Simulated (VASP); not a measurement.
# WS2: single point with r2SCAN

The system is WS2.

```
W S
1.0
     1.58589    0.91561    6.23748
    -1.58589    0.91561    6.23748
     0.00000   -1.83122    6.23748
W S
1 2
Direct
  0.00067 0.00067 0.00067
  0.25056 0.25056 0.25056
  0.41748 0.41748 0.41748
```

```json
{
  "Program": "VASP 6.6.1",
  "Task": "single point",
  "Functional": "r2SCAN",
  "Potentials or basis": "VASP PAW PBE potentials, release 64 (W_sv, S)",
  "Cutoff": "520 eV",
  "k mesh": "10 × 10 × 10",
  "Occupations": "gaussian, width 0.01 eV",
  "Spin": "no spin polarisation",
  "Dipole correction": "no",
  "Further INCAR settings": "ALGO = Normal; EDIFF = 1e-07; NBANDS = 20"
}
```

| Quantity | Value |
| --- | --- |
| Pressure | 1.4 GPa |
| Largest force | 0.031 eV/Å |
| Band gap on the k mesh | 1.25 eV (least direct gap 2.32 eV) |

Forces in eV/Å, atoms in the order of the input:
```
W    0.000  0.000  0.000
S    0.000  0.000  0.031
S    0.000  0.000 -0.031
```

Stress tensor (GPa, compression positive):
```
1.52 0.00 0.00
0.00 1.52 0.00
0.00 0.00 1.24
```

Levels at points of the mesh, in eV from the valence-band top:
| k point | band 9 | band 10 | band 11 | band 12 | band 13 | band 14 | band 15 | band 16 | band 17 | band 18 |
| --- | --- | --- | --- | --- | --- | --- | --- | --- | --- | --- |
| (0.00, 0.00, 0.00) | -3.72 | -2.45 | -2.45 | -1.73 | -1.17 | 2.37 | 2.37 | 2.63 | 2.63 | 5.17 |
| (0.50, 0.00, 0.00) | -5.49 | -4.35 | -2.72 | -2.01 | -1.76 | 2.39 | 2.73 | 3.92 | 4.10 | 4.76 |
| (0.50, 0.50, 0.00) | -5.20 | -4.28 | -3.27 | -2.18 | -1.61 | 2.35 | 2.87 | 3.50 | 4.55 | 5.32 |
| (0.50, 0.50, 0.50) | -3.73 | -3.73 | -2.42 | -2.42 | 0.00 | 2.45 | 2.45 | 2.51 | 2.51 | 5.38 |

Run time: 9.2 min on 1 thread of Intel(R) Xeon(R) 6975P-C (Granite Rapids) (shared host), peak memory 0.44 GiB.

Caveat: the PAW data sets were made with another functional, which shifts forces and pressure a little; spin-orbit coupling is left out, which moves the levels of the heavy elements. r2SCAN opens gaps a little over a GGA but as a rule still falls short of measured ones.
